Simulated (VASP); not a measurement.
A run of VASP 6.6.1 is set up as follows.

File INCAR:

```
SYSTEM = Al16Cl
  PREC = Accurate
  ENCUT = 520
  EDIFF = 1E-6
  ISMEAR = 0
  SIGMA = 0.1
  LREAL = Auto
  LASPH = .TRUE.
  NELM = 80
  ALGO = Normal
  ISIF = 2
  LWAVE = .FALSE.
  LCHARG = .FALSE.
  LDIPOL = .TRUE.
  IDIPOL = 3
  DIPOL = 0.5 0.5 0.324
  GGA = PE
  NBANDS = 42
```

Contents of KPOINTS:

```
regular mesh
0
G
  5 4 1
  0 0 0
```

POSCAR

```
Al16Cl
1.0
    5.7135165838      0.0000000000      0.0000000000
    0.0000000000      8.0801326417      0.0000000000
    0.0000000000      0.0000000000     19.7432787023
Al Cl
16 1
Direct
    0.2500000000      0.2500000000      0.2026005944
    0.2500000000      0.7500000000      0.2026005944
    0.7500000000      0.2500000000      0.2026005944
    0.7500000000      0.7500000000      0.2026005944
    0.0000000000      0.0000000000      0.2749482104
    0.0000000000      0.5000000000      0.2749482104
    0.5000000000      0.0000000000      0.2749482104
    0.5000000000      0.5000000000      0.2749482104
    0.2500000000      0.2500000000      0.3495466405
    0.2500000000      0.7500000000      0.3495466405
    0.7500000000      0.2500000000      0.3495466405
    0.7500000000      0.7500000000      0.3495466405
    0.0000000000      0.0000000000      0.4175232912
    0.0000000000      0.5000000000      0.4175232912
    0.5000000000      0.0000000000      0.4175232912
    0.5000000000      0.5000000000      0.4175232912
    0.0833333333      0.0000000000      0.5256778185
```

Potentials or basis: VASP PAW PBE potentials, release 64 (Al, Cl).

Launch:

```bash
$ cat potpaw_PBE.64/Al/POTCAR potpaw_PBE.64/Cl/POTCAR > POTCAR
$ mpirun -np 1 vasp_std > vasp.out
```

Q: Predict the largest force.

A: 0.391 eV/Å.

Q: Predict the band gap on the k mesh.

A: Zero (an odd number of electrons rules out a gap without spin polarisation).

Forces on the atoms (eV/Å):
```
Al  -0.003 -0.003  0.209
Al  -0.003  0.003  0.209
Al   0.020  0.012  0.208
Al   0.020 -0.012  0.208
Al  -0.062  0.000 -0.334
Al  -0.018  0.000 -0.181
Al   0.099  0.000 -0.246
Al   0.010  0.000 -0.186
Al   0.069 -0.055 -0.026
Al   0.069  0.055 -0.026
Al  -0.032 -0.065 -0.017
Al  -0.032  0.065 -0.017
Al  -0.210  0.000  0.330
Al  -0.005  0.000  0.037
Al   0.195  0.000 -0.167
Al  -0.002  0.000  0.018
Cl  -0.114  0.000 -0.017
```
